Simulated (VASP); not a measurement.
Set up this calculation in VASP 6.6.1, as the native input.

| Item | Value |
| --- | --- |
| Task | single point |
| Functional | PBE |
| Potentials or basis | VASP PAW PBE potentials, release 64 (Tm_3, I), 4f in core |
| Cutoff | 500 eV |
| k mesh | 4 × 4 × 4 |
| Occupations | gaussian, width 0.2 eV |
| Spin | no spin polarisation |
| Dipole correction | no |
| Further INCAR settings | ALGO = Normal; EDIFF = 1e-06; NBANDS = 26 |

The structure of TmI4 lies in POSCAR:

```
TmI4
1.0
   -5.3833085049      5.3833085049      1.8604787720
    5.3833085049     -5.3833085049      1.8604787720
    5.3833085049      5.3833085049     -1.8604787720
Tm I
1 4
Direct
    0.0000000000      0.0000000000      0.0000000000
    0.2692351148      0.4518219690      0.7210570838
    0.7307648852      0.5481780310      0.2789429162
    0.4518219690      0.7307648852      0.1825868542
    0.5481780310      0.2692351148      0.8174131458
```

The cell was generated, and may not be a known phase.

These files were run (other wordings do the same):

INCAR

```
SYSTEM = TmI4
PREC     = Accurate       ! precision mode
ENCUT    = 500            ! plane-wave cutoff, eV
EDIFF    = 1E-6           ! SCF threshold, eV
ISMEAR   = 0              ! smearing method
SIGMA    = 0.2            ! smearing width, eV
LREAL    = .False.        ! projectors in reciprocal space
LASPH    = .True.         ! aspherical terms in the spheres
NELM     = 200            ! most SCF steps
ALGO     = Normal         ! electronic algorithm
ISIF     = 2              ! what is computed and relaxed
LWAVE    = .False.        ! write WAVECAR
LCHARG   = .False.        ! write CHGCAR
GGA      = PE             ! functional
NBANDS   = 26             ! bands
GGA_COMPAT= .False.      
LMAXMIX  = 6              ! l up to which the mixer works
```

KPOINTS

```
regular mesh
0
Gamma
  4 4 4
  0 0 0
```

Potentials or basis: VASP PAW PBE potentials, release 64 (Tm_3, I), 4f in core.

The run is started by

```console
$ cat potpaw_PBE.64/Tm_3/POTCAR potpaw_PBE.64/I/POTCAR > POTCAR
$ mpirun -np 1 vasp_std > vasp.out
```

Results of the run:

* Pressure: 0.7 GPa
* Largest force: 0.089 eV/Å
* Band gap on the k mesh: zero (an odd number of electrons rules out a gap without spin polarisation)

Caveat: the k points lie up to 0.45 Å⁻¹ apart, too coarse for converged energies and pressures of a metal; spin-orbit coupling is left out, which moves the levels of the heavy elements; this functional lacks dispersion, which binds layers or chains, so the pressure and a relaxed spacing across them are unreliable; the 4f electrons are frozen in the core, so they carry no moment and show no levels; an odd number of electrons without spin polarisation forces a metal; a magnetic or distorted state may lie lower; the run has no spin polarisation, though such a crystal can be magnetic.

Run time: 110 s on 1 thread of Intel(R) Xeon(R) Platinum 8488C (Sapphire Rapids) (shared host), peak memory 0.48 GiB.
